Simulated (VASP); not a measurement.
# GaAs (F-43m) in VASP: further runs

GaAs is run at these levels: LDA; tasks: vibrations by perturbation theory, elastic constants.

All numbers are computed with VASP 6.6.1; they aren't measurements. Logs are shortened: lines on timing, memory, paths and dates and some standing lists are left out, and cuts for length are marked.

**1. The cell of the first run**

It takes space group F-43m (No. 216, cubic). Conventional cell: a = 5.612 Å, b = 5.612 Å, c = 5.612 Å, α = 90.00°, β = 90.00°, γ = 90.00°. Ga (site symmetry -43m) has 4 As at 2.43 Å within 3.2 Å. As (site symmetry -43m) has 4 Ga at 2.43 Å within 3.2 Å.

**2. Vibrations by perturbation theory, LDA**

Input file INCAR:

```
PREC     = Accurate       # precision mode
ENCUT    = 520            # plane-wave cutoff, eV
EDIFF    = 1E-8           # SCF threshold, eV
ISMEAR   = 0              # smearing method
SIGMA    = 0.01           # smearing width, eV
LREAL    = False          # projectors in reciprocal space
LASPH    = True           # aspherical terms in the spheres
NELM     = 80             # most SCF steps
ALGO     = Normal         # electronic algorithm
ISIF     = 2              # what is computed and relaxed
LWAVE    = False          # write WAVECAR
LCHARG   = False          # write CHGCAR
NBANDS   = 16             # bands
IBRION   = 8              # ionic algorithm
NSW      = 1              # ionic steps
LEPSILON = True           # dielectric tensor by DFPT
```

Input file KPOINTS:

```
Automatic mesh
0
Gamma
  8 8 8
```

Input file POSCAR:

```
GaAs
1.0
    0.0000000000      2.8060000000      2.8060000000
    2.8060000000      0.0000000000      2.8060000000
    2.8060000000      2.8060000000      0.0000000000
Ga As
1 1
Direct
    0.0000000000      0.0000000000      0.0000000000
    0.2500000000      0.2500000000      0.2500000000
```

Potentials or basis: VASP PAW LDA potentials, release 64 (Ga_d, As).

The run is started by

```bash
$ cat potpaw_LDA.64/Ga_d/POTCAR potpaw_LDA.64/As/POTCAR > POTCAR
$ mpirun -np 1 vasp_std > vasp.out
```

OUTCAR:

```text
PREC = Accurate
   ENCUT = 520
   EDIFF = 1E-8
   ISMEAR = 0
   LREAL = False
   LASPH = True
   NELM = 80
   ISIF = 2
   IBRION = 8
   NSW = 1
   LEPSILON = True

 ion  position               nearest neighbor table
   1  0.000  0.000  0.000-   2 2.43   2 2.43   2 2.43   2 2.43
   2  0.250  0.250  0.250-   1 2.43   1 2.43   1 2.43   1 2.43

  LATTYP: Found a face centered cubic cell.
 ALAT       =     5.6120000000

  Lattice vectors:

 A1 = (   0.0000000000,   2.8060000000,   2.8060000000)
 A2 = (   2.8060000000,   0.0000000000,   2.8060000000)
 A3 = (   2.8060000000,   2.8060000000,   0.0000000000)

Analysis of symmetry for initial positions (statically):
=====================================================================
 Subroutine PRICEL returns:
 Original cell was already a primitive cell.

 Routine SETGRP: Setting up the symmetry group for a
 face centered cubic supercell.

 Subroutine GETGRP returns: Found 24 space group operations
 (whereof 24 operations were pure point group operations)
 out of a pool of 48 trial point group operations.

The static configuration has the point symmetry T_d .

Analysis of symmetry for dynamics (positions and initial velocities):
=====================================================================
 Subroutine PRICEL returns:
 Original cell was already a primitive cell.

 Routine SETGRP: Setting up the symmetry group for a
 face centered cubic supercell.

 Subroutine GETGRP returns: Found 24 space group operations
 (whereof 24 operations were pure point group operations)
 out of a pool of 48 trial point group operations.

The dynamic configuration has the point symmetry T_d .

 Subroutine INISYM returns: Found 24 space group operations
 (whereof 24 operations are pure point group operations),
 and found     1 'primitive' translations

----------------------------------------------------------------------------------------

                                     Primitive cell

  volume of cell :      44.1868

  direct lattice vectors                    reciprocal lattice vectors
     0.000000000  2.806000000  2.806000000    -0.178189594  0.178189594  0.178189594
     2.806000000  0.000000000  2.806000000     0.178189594 -0.178189594  0.178189594
     2.806000000  2.806000000  0.000000000     0.178189594  0.178189594 -0.178189594

  length of vectors
     3.968283256  3.968283256  3.968283256     0.308633430  0.308633430  0.308633430

  position of ions in fractional coordinates (direct lattice)
     0.000000000  0.000000000  0.000000000
     0.250000000  0.250000000  0.250000000

  ion indices of the primitive-cell ions
   primitive index   ion index
                 1           1
                 2           2

----------------------------------------------------------------------------------------

 KPOINTS: Automatic mesh

Automatic generation of k-mesh.
 Grid dimensions read from file:
 generate k-points for:    8    8    8

 Generating k-lattice:

  Cartesian coordinates                     Fractional coordinates (reciprocal lattice)
    -0.022273699  0.022273699  0.022273699     0.125000000  0.000000000  0.000000000
[... 605 lines left out ...]
  ---------------------------------------------------
  ---------------------------------------------------
  free energy    TOTEN  =        -3.88227028 eV

  energy without entropy =       -3.88227028

------------------------ aborting loop because EDIFF is reached ----------------------------------------

--------------------------------------- Ionic step        2  -------------------------------------------

------------------------ aborting loop because EDIFF is reached ----------------------------------------

--------------------------------------- Ionic step        3  -------------------------------------------

------------------------ aborting loop because EDIFF is reached ----------------------------------------

 PIEZOELECTRIC TENSOR FIELD DIRECTION 3  (e Angst)
 -----------------------------------------------------------------------------
    -0.00075 -2.74213  0.00000           (  0.00001 -0.01718  0.00000)
    -2.74213 -0.00075  0.00000           ( -0.01718  0.00001  0.00000)
     0.00000  0.00000 -0.00049           (  0.00000  0.00000 -0.00000)

 PIEZOELECTRIC TENSOR FIELD DIRECTION 3  (C/m^2)
 -----------------------------------------------------------------------------
    -0.00027 -0.99427  0.00000
    -0.99427 -0.00027  0.00000
     0.00000  0.00000 -0.00018

--------------------------------------- Ionic step        4  -------------------------------------------

------------------------ aborting loop because EDIFF is reached ----------------------------------------

[... ionic steps 5 to 6 ...]

--------------------------------------- Ionic step        7  -------------------------------------------

 Free energy of the ion-electron system (eV)
  ---------------------------------------------------
  ---------------------------------------------------
  free energy    TOTEN  =        -0.04454554 eV

  energy without entropy =       -0.04454554

------------------------ aborting loop because EDIFF is reached ----------------------------------------

 INTERNAL STRAIN TENSOR  FOR ION    2  DIRECTION 1   (eV/Angst):
 -----------------------------------------------------------------------------
     0.01438  0.00000  0.00000
     0.00000 -0.00539 -7.24657
     0.00000 -7.24657 -0.00539

 MACROSCOPIC STATIC DIELECTRIC TENSOR (including local field effects in DFT)
 ------------------------------------------------------
          31.800511     0.000000    -0.000000
           0.000000    31.800511     0.000000
          -0.000000    -0.000000    31.800511
 ------------------------------------------------------

 PIEZOELECTRIC TENSOR (including local field effects)  for field in x, y, z        (e  Angst)
          XX          YY          ZZ          XY          YZ          ZX
  --------------------------------------------------------------------------------
  x     0.00000    -0.00000    -0.00000     0.00000    -2.75209     0.00000
  y    -0.00000     0.00000     0.00000     0.00000     0.00000    -2.75209
  z     0.00000    -0.00000     0.00000    -2.75209     0.00000     0.00000

 PIEZOELECTRIC TENSOR (including local field effects)  for field in x, y, z        (C/m^2)
          XX          YY          ZZ          XY          YZ          ZX
  --------------------------------------------------------------------------------
  x     0.00000    -0.00000    -0.00000     0.00000    -0.99789     0.00000
  y    -0.00000     0.00000     0.00000     0.00000     0.00000    -0.99789
  z     0.00000    -0.00000     0.00000    -0.99789     0.00000     0.00000

 BORN EFFECTIVE CHARGES (including local field effects) (in |e|, cummulative output)
 ---------------------------------------------------------------------------------
 ion    1
    1     2.23221     0.00000    -0.00000
    2     0.00000     2.23221     0.00000
    3    -0.00000     0.00000     2.23221
 ion    2
    1    -2.23221     0.00000     0.00000
    2    -0.00000    -2.23221     0.00000
    3     0.00000    -0.00000    -2.23221

 INTERNAL STRAIN TENSOR FOR ION    2 for displacements in x,y,z  (eV/Angst):
          X           Y           Z          XY          YZ          ZX
  --------------------------------------------------------------------------------
  x     0.00000    -0.00000    -0.00000     0.00000    -7.24657     0.00000
  y     0.00000     0.00000     0.00000     0.00000     0.00000    -7.24657
  z    -0.00000    -0.00000     0.00000    -7.24657     0.00000     0.00000

 SECOND DERIVATIVES (NOT SYMMETRIZED)
 ------------------------------------
               1X          1Y          1Z          2X          2Y          2Z
  1X    -9.682354    0.000000    0.000000    9.682354    0.000000    0.000000
  1Y     0.000000   -9.682354    0.000000    0.000000    9.682354    0.000000
  1Z     0.000000    0.000000   -9.682354    0.000000    0.000000    9.682354
  2X     9.627356    0.000000    0.000000   -9.627356    0.000000    0.000000
  2Y     0.000000    9.627356    0.000000    0.000000   -9.627356    0.000000
  2Z     0.000000    0.000000    9.627356    0.000000    0.000000   -9.627356

 Eigenvectors and eigenvalues of the dynamical matrix
 ----------------------------------------------------

   1 f  =    8.083608 THz    50.790809 2PiTHz  269.640151 cm-1    33.431103 meV
             X         Y         Z           dx          dy          dz
      0.000000  0.000000  0.000000     0.000000    0.720690    0.000000
      1.403000  1.403000  1.403000     0.000000   -0.693258    0.000000
[... 21 lines left out ...]
   6 f/i=    0.011503 THz     0.072277 2PiTHz    0.383706 cm-1     0.047573 meV
             X         Y         Z           dx          dy          dz
      0.000000  0.000000  0.000000     0.000000    0.000000   -0.693258
      1.403000  1.403000  1.403000     0.000000    0.000000   -0.720690

--------------------------------------------------------------------------------------------------------

 MACROSCOPIC STATIC DIELECTRIC TENSOR IONIC CONTRIBUTION
 ------------------------------------------------------
           2.113467     0.000000    -0.000000
           0.000000     2.113467     0.000000
          -0.000000     0.000000     2.113467
 ------------------------------------------------------

 ELASTIC MODULI CONTR FROM IONIC RELAXATION (kBar)
 Direction    XX          YY          ZZ          XY          YZ          ZX
 --------------------------------------------------------------------------------
 XX          -0.0000     -0.0000      0.0000     -0.0000      0.0000      0.0000
 YY          -0.0000     -0.0000     -0.0000     -0.0000     -0.0000      0.0000
 ZZ           0.0000     -0.0000     -0.0000      0.0000     -0.0000      0.0000
 XY          -0.0000     -0.0000      0.0000   -194.8973      0.0000      0.0000
 YZ           0.0000     -0.0000     -0.0000      0.0000   -194.8973      0.0000
 ZX           0.0000      0.0000      0.0000      0.0000      0.0000   -194.8973
 --------------------------------------------------------------------------------

 PIEZOELECTRIC TENSOR IONIC CONTR  for field in x, y, z        (C/m^2)
          XX          YY          ZZ          XY          YZ          ZX
  --------------------------------------------------------------------------------
  x    -0.00000     0.00000     0.00000    -0.00000     0.60391     0.00000
  y    -0.00000    -0.00000    -0.00000     0.00000     0.00000     0.60391
  z     0.00000     0.00000    -0.00000     0.60391    -0.00000     0.00000
```

Run time: 5.4 min. Hardware: 1 thread of Intel Xeon Platinum 8559C (Emerald Rapids), shared host; peak memory 0.29 GiB.

What came out:

* Electronic dielectric tensor (diagonal): 31.80
* Born charges (mean of the diagonal): Ga +2.23; As -2.23 e
* Highest phonon frequency at Γ, LO-TO splitting left out: 270 cm⁻¹

Phonon frequencies in cm⁻¹ (negative: imaginary):
| q point | frequencies |
| --- | --- |
| (0.000, 0.000, 0.000) | 0 0 0 270 270 270 |

Electronic dielectric tensor:
```
31.80  0.00  0.00
 0.00 31.80  0.00
 0.00  0.00 31.80
```

Born effective charge tensors (e):
atom 1, Ga
```
2.23 0.00 0.00
0.00 2.23 0.00
0.00 0.00 2.23
```
atom 2, As
```
-2.23  0.00  0.00
 0.00 -2.23  0.00
 0.00  0.00 -2.23
```

**3. Elastic constants, LDA**

Input file INCAR:

```
SYSTEM = GaAs
ALGO = Normal
EDIFF = 1E-8
ENCUT = 600
GGA = CA
IBRION = 6
ISIF = 3
ISMEAR = 0
LASPH = .True.
LCHARG = .True.
LREAL = .False.
LWAVE = .False.
NELM = 100
NFREE = 2
NSW = 1
POTIM = 0.015
PREC = Accurate
SIGMA = 0.01
```

Input file KPOINTS:

```
k-points
0
Gamma
  8 8 8
  0 0 0
```

POSCAR is that of step 2.

Potentials or basis: VASP PAW LDA potentials, release 64 (Ga_d, As).

The run is started by

```bash
$ cat potpaw_LDA.64/Ga_d/POTCAR potpaw_LDA.64/As/POTCAR > POTCAR
$ mpirun -np 1 vasp_std > vasp.out
```

OUTCAR:

```text
SYSTEM = GaAs
   EDIFF = 1E-8
   ENCUT = 600
   GGA = CA
   IBRION = 6
   ISIF = 3
   ISMEAR = 0
   LASPH = .True.
   LREAL = .False.
   NELM = 100
   NFREE = 2
   NSW = 1
   POTIM = 0.015
   PREC = Accurate

 ion  position               nearest neighbor table
[... 1620 lines left out ...]
   1 f  =    8.072732 THz    50.722469 2PiTHz  269.277342 cm-1    33.386120 meV
             X         Y         Z           dx          dy          dz
      0.000000  0.000000  0.000000     0.000000    0.000000    0.720115
      1.403000  1.403000  1.403000     0.000000   -0.000000   -0.693855
[... 21 lines left out ...]
   6 f/i=    0.004794 THz     0.030124 2PiTHz    0.159922 cm-1     0.019828 meV
             X         Y         Z           dx          dy          dz
      0.000000  0.000000  0.000000     0.681914   -0.123135   -0.035587
      1.403000  1.403000  1.403000     0.707721   -0.127795   -0.036934

--------------------------------------------------------------------------------------------------------

 ELASTIC MODULI CONTR FROM IONIC RELAXATION (kBar)
 Direction    XX          YY          ZZ          XY          YZ          ZX
 --------------------------------------------------------------------------------
 XX          -0.0000      0.0000      0.0000      0.0000     -0.0000     -0.0000
 YY           0.0000     -0.0000     -0.0000      0.0000      0.0000     -0.0000
 ZZ           0.0000     -0.0000     -0.0000     -0.0000      0.0000     -0.0000
 XY           0.0000      0.0000     -0.0000   -215.2180      0.0000      0.0000
 YZ          -0.0000      0.0000      0.0000      0.0000   -215.2180      0.0000
 ZX          -0.0000     -0.0000     -0.0000      0.0000      0.0000   -215.2180
 --------------------------------------------------------------------------------

 TOTAL ELASTIC MODULI (kBar)
 Direction    XX          YY          ZZ          XY          YZ          ZX
 --------------------------------------------------------------------------------
 XX        1166.8778    529.5779    529.5779      0.0000     -0.0000      0.0000
 YY         529.5779   1166.8778    529.5779      0.0000     -0.0000     -0.0000
 ZZ         529.5779    529.5779   1166.8778     -0.0000      0.0000      0.0000
 XY           0.0000      0.0000     -0.0000    583.2083      0.0000      0.0000
 YZ          -0.0000     -0.0000      0.0000      0.0000    583.2083      0.0000
 ZX           0.0000     -0.0000      0.0000      0.0000      0.0000    583.2083
 --------------------------------------------------------------------------------
```

Wall time 4.5 min (1 thread of Intel Xeon Platinum 8559C (Emerald Rapids), shared host); peak memory 0.3 GiB.

Results:

```
Elastic constants C11, C12, C44                         : 117, 53, 58 GPa
Voigt bulk modulus                                      : 74 GPa
Highest phonon frequency at Γ, LO-TO splitting left out : 269 cm⁻¹
```

Phonon frequencies in cm⁻¹ (negative: imaginary):
| q point | frequencies |
| --- | --- |
| (0.000, 0.000, 0.000) | 0 0 0 269 269 269 |

Elastic tensor in Voigt notation (GPa, in the Cartesian axes of the cell as first typed):
```
117  53  53   0   0   0
 53 117  53   0   0   0
 53  53 117   0   0   0
  0   0   0  58   0   0
  0   0   0   0  58   0
  0   0   0   0   0  58
```

Clamped-ion elastic tensor (GPa):
```
117  53  53   0   0   0
 53 117  53   0   0   0
 53  53 117   0   0   0
  0   0   0  80   0   0
  0   0   0   0  80   0
  0   0   0   0   0  80
```
